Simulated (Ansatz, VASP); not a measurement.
Two plane-wave programs on Ir

```xyz
1
Lattice="0.0000 1.9200 1.9200 1.9200 0.0000 1.9200 1.9200 1.9200 0.0000" Properties=species:S:1:pos:R:3 pbc="T T T"
Ir    0.0000    0.0000    0.0000
```

Alike in both runs: task single point; functional PBE; k mesh 8 × 8 × 8; occupations gaussian, width 0.05 eV; non-collinear spin, spin-orbit coupling.

|  | VASP | Ansatz |
| --- | --- | --- |
| version | VASP 6.6.1 | Ansatz 0.2.0 |
| potentials or method | VASP PAW PBE potentials, release 64 (Ir_sv_GW), cutoff 500 eV | plane waves, PAW |
| valence electrons in the cell | 17 | 17 |

```csv
,VASP,Ansatz,Ansatz less VASP
pressure (GPa),8.9,11.0,+2.02
net moment per atom (μB),0.00,0.00,0.000
```

The functional is the same, so the differences come from potentials, cutoffs and numerics.
